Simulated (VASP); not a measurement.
Here is a VASP 6.6.1 calculation.

INCAR

```
SYSTEM = KI
  PREC = Accurate
  ENCUT = 520
  EDIFF = 1E-6
  ISMEAR = 0
  SIGMA = 0.01
  LREAL = .False.
  LASPH = .True.
  NELM = 80
  ALGO = Normal
  ISIF = 2
  LWAVE = .False.
  LCHARG = .False.
  GGA = PE
  NBANDS = 24
```

Contents of KPOINTS:

```
regular mesh
0
Gamma
  6 6 2
  0 0 0
```

The input POSCAR:

```
KI
1.0
    2.4498406840     -4.2428072622      0.0000000000
    2.4498406840      4.2428072622      0.0000000000
    0.0000000000      0.0000000000      8.5908184480
K I
2 2
Direct
    0.5000000000      0.5000000000      0.5000000000
    0.5000000000      0.5000000000      0.0000000000
    0.8333974866      0.1666025134      0.2500000000
    0.1666025134      0.8333974866      0.7500000000
```

Potentials or basis: VASP PAW PBE potentials, release 64 (K_sv, I).

The run is started by

```bash
$ cat potpaw_PBE.64/K_sv/POTCAR potpaw_PBE.64/I/POTCAR > POTCAR
$ mpirun -np 1 vasp_std > vasp.out
```

Q: Predict the band gap on the k mesh.

A: 3.85 eV, direct.

Q: What does it give for the pressure?

A: 0.5 GPa.

Caveat: spin-orbit coupling is left out, which moves the levels of the heavy elements. A hybrid or GW would open this gap; PBE tends to underestimate it.
